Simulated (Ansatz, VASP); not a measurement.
## Two plane-wave programs on LiPdC4

```
Li Pd C
1.0
     4.02009    0.00000    0.00000
     0.00000    4.02009    0.00000
     0.00000    0.00000    3.82047
Li Pd C
1 1 4
Direct
  0.00000 0.00000 0.00000
  0.50000 0.50000 0.50000
  0.50000 0.00000 0.16945
  0.00000 0.50000 0.83055
  0.50000 0.00000 0.83055
  0.00000 0.50000 0.16945
```

Alike in both runs: task relaxation of cell and atoms; functional PBE; k mesh 10 × 10 × 10; occupations gaussian, width 0.1 eV; no spin polarisation.

|  | VASP | Ansatz |
| --- | --- | --- |
| version | VASP 6.6.1 | Ansatz 0.2.0 |
| potentials or method | VASP PAW PBE potentials, release 64 (Li_sv, Pd, C), cutoff 600 eV | scalar-relativistic, plane waves, PAW |
| valence electrons in the cell | 29 | 37 |

VASP gave:

* gap on the k mesh at the Fermi level, each at its own relaxed structure (eV): none
* relaxed volume (Å³/atom): 10.09
* relaxed cell length with the largest relative difference (Å): 3.730

Q: What did Ansatz give for the same quantities?

A: gap on the k mesh at the Fermi level, each at its own relaxed structure (eV): none; relaxed volume (Å³/atom): 10.11; relaxed cell length with the largest relative difference (Å): 3.735.

A gap of «none» marks a metal or a gap that the smearing closes. VASP's potentials hold 29 valence electrons a cell and Ansatz's 37, so a difference there can come from the potentials and not from the codes.

Noted on VASP's run: the cutoff is short for stress, so the pressure is rough.
